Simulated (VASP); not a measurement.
# BaHfO3 (Pm-3m) in VASP: a series of runs

BaHfO3 is run at these levels: LDA; tasks: single point, relaxation of cell and atoms.

All numbers are computed with VASP 6.6.1; they aren't measurements. Logs are shortened: lines on timing, memory, paths and dates and some standing lists are left out, and cuts for length are marked.

## Step 1: The cell of the first run

Symmetry: Pm-3m, No. 221, cubic system. The conventional cell has a = 4.122 Å, b = 4.122 Å, c = 4.122 Å, α = 90.00°, β = 90.00°, γ = 90.00°. Within 3.8 Å of Ba (site symmetry m-3m) lie 12 O at 2.91 Å and 8 Hf at 3.57 Å. Hf (site symmetry m-3m) has 6 O at 2.06 Å within 2.7 Å. O (site symmetry 4/mmm) has 2 Hf at 2.06 Å within 2.7 Å.

## Step 2: Single point, LDA

INCAR reads:

```
PREC = Accurate
ENCUT = 520
EDIFF = 1E-6
ISMEAR = 0
SIGMA = 0.02
LREAL = False
LASPH = True
NELM = 60
ALGO = Normal
ISIF = 2
LWAVE = False
LCHARG = False
GGA = CA
NBANDS = 27
```

KPOINTS reads:

```
regular mesh
0
Gamma
  8 8 8
```

POSCAR reads:

```
BaHfO3
1.0
    4.1217690530      0.0000000000      0.0000000000
    0.0000000000      4.1217690530      0.0000000000
    0.0000000000      0.0000000000      4.1217690530
Ba Hf O
1 1 3
Direct
    0.5000000000      0.5000000000      0.5000000000
    0.0000000000      0.0000000000      0.0000000000
    0.0000000000      0.5000000000      0.0000000000
    0.5000000000      0.0000000000      0.0000000000
    0.0000000000      0.0000000000      0.5000000000
```

Potentials or basis: VASP PAW LDA potentials, release 64 (Ba_sv, Hf_pv, O).

The run is started by

```console
$ cat potpaw_LDA.64/Ba_sv/POTCAR potpaw_LDA.64/Hf_pv/POTCAR potpaw_LDA.64/O/POTCAR > POTCAR
$ mpirun -np 1 vasp_std > vasp.out
```

OUTCAR:

```text
PREC = Accurate
   ENCUT = 520
   EDIFF = 1E-6
   ISMEAR = 0
   LREAL = False
   LASPH = True
   NELM = 60
   ISIF = 2
   GGA = CA

 ion  position               nearest neighbor table
   1  0.500  0.500  0.500-   3 2.91   4 2.91   5 2.91   3 2.91   4 2.91   4 2.91   5 2.91   4 2.91
                             3 2.91   5 2.91   3 2.91   5 2.91   2 3.57   2 3.57   2 3.57   2 3.57
   2  0.000  0.000  0.000-   3 2.06   4 2.06   5 2.06   5 2.06   3 2.06   4 2.06   1 3.57   1 3.57
                             1 3.57   1 3.57   1 3.57   1 3.57   1 3.57   1 3.57
   3  0.000  0.500  0.000-   2 2.06   2 2.06   1 2.91   1 2.91   1 2.91   1 2.91
   4  0.500  0.000  0.000-   2 2.06   2 2.06   1 2.91   1 2.91   1 2.91   1 2.91
   5  0.000  0.000  0.500-   2 2.06   2 2.06   1 2.91   1 2.91   1 2.91   1 2.91

  LATTYP: Found a simple cubic cell.
 ALAT       =     4.1217690530

  Lattice vectors:

 A1 = (   4.1217690530,   0.0000000000,   0.0000000000)
 A2 = (   0.0000000000,   4.1217690530,   0.0000000000)
 A3 = (   0.0000000000,   0.0000000000,   4.1217690530)

Analysis of symmetry for initial positions (statically):
=====================================================================
 Subroutine PRICEL returns:
 Original cell was already a primitive cell.

 Routine SETGRP: Setting up the symmetry group for a
 simple cubic supercell.

 Subroutine GETGRP returns: Found 48 space group operations
 (whereof 48 operations were pure point group operations)
 out of a pool of 48 trial point group operations.

The static configuration has the point symmetry O_h .

Analysis of symmetry for dynamics (positions and initial velocities):
=====================================================================
 Subroutine PRICEL returns:
 Original cell was already a primitive cell.

 Routine SETGRP: Setting up the symmetry group for a
 simple cubic supercell.

 Subroutine GETGRP returns: Found 48 space group operations
 (whereof 48 operations were pure point group operations)
 out of a pool of 48 trial point group operations.

The dynamic configuration has the point symmetry O_h .

 Subroutine INISYM returns: Found 48 space group operations
 (whereof 48 operations are pure point group operations),
 and found     1 'primitive' translations

----------------------------------------------------------------------------------------

                                     Primitive cell

  volume of cell :      70.0247

  direct lattice vectors                    reciprocal lattice vectors
     4.121769053  0.000000000  0.000000000     0.242614272  0.000000000  0.000000000
     0.000000000  4.121769053  0.000000000     0.000000000  0.242614272  0.000000000
     0.000000000  0.000000000  4.121769053     0.000000000  0.000000000  0.242614272

  length of vectors
     4.121769053  4.121769053  4.121769053     0.242614272  0.242614272  0.242614272

  position of ions in fractional coordinates (direct lattice)
     0.500000000  0.500000000  0.500000000
     0.000000000  0.000000000  0.000000000
     0.000000000  0.500000000  0.000000000
     0.500000000  0.000000000  0.000000000
     0.000000000  0.000000000  0.500000000

  ion indices of the primitive-cell ions
   primitive index   ion index
                 1           1
                 2           2
                 3           3
                 4           4
                 5           5

----------------------------------------------------------------------------------------

 KPOINTS: regular mesh

Automatic generation of k-mesh.
 Grid dimensions read from file:
 generate k-points for:    8    8    8

 Generating k-lattice:

  Cartesian coordinates                     Fractional coordinates (reciprocal lattice)
     0.030326784  0.000000000  0.000000000     0.125000000  0.000000000  0.000000000
     0.000000000  0.030326784  0.000000000     0.000000000  0.125000000  0.000000000
     0.000000000  0.000000000  0.030326784     0.000000000  0.000000000  0.125000000

  Length of vectors
     0.030326784  0.030326784  0.030326784

  Shift w.r.t. Gamma in fractional coordinates (k-lattice)
     0.000000000  0.000000000  0.000000000

 Subroutine IBZKPT returns following result:
 ===========================================

 Found     35 irreducible k-points:

 Following reciprocal coordinates:
            Coordinates               Weight
  0.000000  0.000000  0.000000      1.000000
  0.125000  0.000000  0.000000      6.000000
  0.250000  0.000000  0.000000      6.000000
  0.375000  0.000000  0.000000      6.000000
  0.500000  0.000000  0.000000      3.000000
  0.125000  0.125000  0.000000     12.000000
[... 16 lines left out ...]
  0.375000  0.375000  0.125000     24.000000
  0.500000  0.375000  0.125000     24.000000
 [... further k-points ...]
   k-points           NKPTS =     35   k-points in BZ     NKDIM =     35   number of bands    NBANDS=     27
   number of dos      NEDOS =    301   number of ions     NIONS =      5
   total plane-waves  NPLWV =  32768
   dimension x,y,z NGX =    32 NGY =   32 NGZ =   32
   dimension x,y,z NGXF=    64 NGYF=   64 NGZF=   64
   ions per type =               1   1   3
   NGX,Y,Z   is equivalent  to a cutoff of  12.91, 12.91, 12.91 a.u.
   NGXF,Y,Z  is equivalent  to a cutoff of  25.81, 25.81, 25.81 a.u.
 SYSTEM =  unknown system
   PREC   = accura    normal or accurate (medium, high low for compatibility)
   ISTART =      0    job   : 0-new  1-cont  2-samecut
   ICHARG =      2    charge: 1-file 2-atom 10-const
   ISPIN  =      1    spin polarized calculation?
   LNONCOLLINEAR =      F non collinear calculations
   LSORBIT =      F    spin-orbit coupling
   LASPH  =      T    aspherical Exc in radial PAW
   ENCUT  =  520.0 eV  38.22 Ry    6.18 a.u.   7.66  7.66  7.66*2*pi/ulx,y,z
   NELM   =     60;   NELMIN=  2; NELMDL= -5     # of ELM steps
   EDIFF  = 0.1E-05   stopping-criterion for ELM
   LREAL  =      F    real-space projection
   EDIFFG = 0.1E-04   stopping-criterion for IOM
   NSW    =      0    number of steps for IOM
   IBRION =     -1    ionic relax: 0-MD 1-quasi-New 2-CG
   NFREE  =      0    steps in history (QN), initial steepest desc. (CG)
   ISIF   =      2    stress and relaxation
   ISYM   =      2    0-nonsym 1-usesym 2-fastsym
   POTIM  = 0.5000    time-step for ionic-motion
   TEBEG  =    0.0;   TEEND  =   0.0 temperature during run
   PSTRESS=    0.0 pullay stress
   NELECT =      38.0000    total number of electrons
   NUPDOWN=      -1.0000    fix difference up-down
   EMIN   =  10.00;   EMAX   =-10.00  energy-range for DOS
   EFERMI =   0.00;   METHOD = LEGACY
   ISMEAR =     0;   SIGMA  =   0.02  broadening in eV -4-tet -1-fermi 0-gaus
   EFERMI_NEDOS =   21; number of points for ismear=-14 and -15
   IALGO  =     38    algorithm
   IMIX   =      4    mixing-type and parameters
     AMIX     =   0.40;   BMIX     =  1.00
     AMIX_MAG =   1.60;   BMIX_MAG =  1.00
  volume/ion in A,a.u.               =      14.00        94.51
  Fermi-wavevector in a.u.,A,eV,Ry     =   1.335321  2.523391 24.260309  1.783082
  Thomas-Fermi vector in A             =   2.464034
   LORBIT       =      0    0 simple, 1 ext, 2 COOP (PROOUT), +10 PAW based schemes
   GGA     = CA    functional components
   LHFCALC =     F    Hartree Fock is set to
   AEXX    =    0.0000 exact exchange contribution
   IVDW    =     0    specifies the selected vdW correction
   LEPSILON=     F    determine dielectric tensor
   LRPA    =     F    only Hartree local field effects (RPA)
 non-spin polarized calculation
 Gauss-broadening in eV      SIGMA  =   0.02
  energy-cutoff  :      520.00
  volume of cell :       70.02
 maximum number of plane-waves:      1924
 NGX is ok and might be reduce to    32
   NGX = 15   NGY = 15   NGZ = 15

 number of electron      38.0000024 magnetization

 Free energy of the ion-electron system (eV)
  ---------------------------------------------------
  ext. energy  EPLUGINS =         0.00000000
  ---------------------------------------------------
  free energy    TOTEN  =       -47.65541209 eV

  energy without entropy =      -47.65541209  energy(sigma->0) =      -47.65541209

 E-fermi :   2.4986     XC(G=0): -11.4776

 val. band max:        2.3919529520   @ k =   0.5000   0.5000   0.5000
 cond. band min:       5.8658603421   @ k =   0.0000   0.0000   0.0000
 fundamental gap:      3.4739073901
 Fermi energy:         2.4986137300

 k-point     1 :       0.0000    0.0000    0.0000
  band No.  band energies     occupation
      1     -26.0074      2.00000
      2     -26.0074      2.00000
      3     -26.0074      2.00000
      4     -22.5787      2.00000
      5     -14.0704      2.00000
      6     -13.5137      2.00000
[... 19 lines left out ...]
     26      11.2933      0.00000
     27      11.2934      0.00000

 k-point     2 :       0.1250    0.0000    0.0000
  band No.  band energies     occupation
      1     -26.0320      2.00000
      2     -26.0066      2.00000
      3     -26.0066      2.00000
      4     -22.5643      2.00000
      5     -14.0606      2.00000
      6     -13.5090      2.00000
[... 19 lines left out ...]
     26      11.2411      0.00000
     27      11.3197      0.00000

 k-point     3 :       0.2500    0.0000    0.0000
  band No.  band energies     occupation
      1     -26.0904      2.00000
      2     -26.0047      2.00000
      3     -26.0047      2.00000
      4     -22.5297      2.00000
      5     -14.1091      2.00000
      6     -13.4981      2.00000
[... 594 lines left out ...]
      1     -26.1360      2.00000
      2     -26.1336      2.00000
      3     -26.0214      2.00000
      4     -22.4515      2.00000
      5     -13.6924      2.00000
      6     -12.9245      2.00000
[... 19 lines left out ...]
     26      10.9323      0.00000
     27      11.7836      0.00000

 k-point    24 :       0.5000    0.3750    0.1250
  band No.  band energies     occupation
      1     -26.1569      2.00000
      2     -26.1330      2.00000
      3     -26.0205      2.00000
      4     -22.4451      2.00000
      5     -13.6602      2.00000
      6     -12.9285      2.00000
[... 19 lines left out ...]
     26      11.3142      0.00000
     27      11.9101      0.00000

 [... further k-points ...]

------------------------ aborting loop because EDIFF is reached ----------------------------------------

  FORCE on cell =-STRESS in cart. coord.  units (eV):
  Direction    XX          YY          ZZ          XY          YZ          ZX
  --------------------------------------------------------------------------------------
  -------------------------------------------------------------------------------------
  Total        0.0276475      0.0276475      0.0276475      0.0000000      0.0000000      0.0000000
  in kB        0.6325793      0.6325793      0.6325793      0.0000000      0.0000000      0.0000000
  external PRESSURE =       0.6325793 kB  Pullay stress =       0.0000000 kB

 VOLUME and BASIS-vectors are now :
 -----------------------------------------------------------------------------
  energy-cutoff  :      520.00
  volume of cell :       70.02
      direct lattice vectors                 reciprocal lattice vectors
     4.121769053  0.000000000  0.000000000     0.242614272  0.000000000  0.000000000
     0.000000000  4.121769053  0.000000000     0.000000000  0.242614272  0.000000000
     0.000000000  0.000000000  4.121769053     0.000000000  0.000000000  0.242614272

 POSITION                                       TOTAL-FORCE (eV/Angst)
 -----------------------------------------------------------------------------------
      2.06088      2.06088      2.06088         0.000000      0.000000      0.000000
      0.00000      0.00000      0.00000         0.000000      0.000000      0.000000
      0.00000      2.06088      0.00000         0.000000      0.000000      0.000000
      2.06088      0.00000      0.00000         0.000000      0.000000      0.000000
      0.00000      0.00000      2.06088         0.000000      0.000000      0.000000
 -----------------------------------------------------------------------------------
    total drift:                                0.000000      0.000000     -0.000000

  FREE ENERGIE OF THE ION-ELECTRON SYSTEM (eV)
  ---------------------------------------------------
  free  energy   TOTEN  =       -47.6554120885 eV

  energy  without entropy=      -47.6554120885  energy(sigma->0) =      -47.65541209
```

Run time: 17 s. Hardware: 1 thread of Intel Xeon 6975P-C (Granite Rapids), shared host; peak memory 0.2 GiB.

What came out:

| Property | Result |
| --- | --- |
| Free energy | -47.6554 eV |
| Pressure | 0.1 GPa |
| Band gap on the k mesh | 3.47 eV (least direct gap 3.64 eV) |

Levels at points of the mesh, in eV from the valence-band top:
```
           k point  band 15  band 16  band 17  band 18  band 19  band 20  band 21  band 22  band 23  band 24
(0.00, 0.00, 0.00)    -1.05    -1.05    -0.17    -0.17    -0.17     3.47     3.47     3.47     4.60     4.60
(0.50, 0.00, 0.00)    -1.84    -1.81    -1.81    -0.47    -0.47     4.07     6.48     6.48     6.54     6.86
(0.50, 0.50, 0.00)    -2.61    -0.92    -0.92    -0.92    -0.08     6.38     6.38     6.80     6.99     8.33
(0.50, 0.50, 0.50)    -2.55    -2.55     0.00     0.00     0.00     6.12     6.12     6.12     8.06     8.06
```

Caveat: spin-orbit coupling is left out, which moves the levels of the heavy elements.

(Part 1 of 2 ends here.)
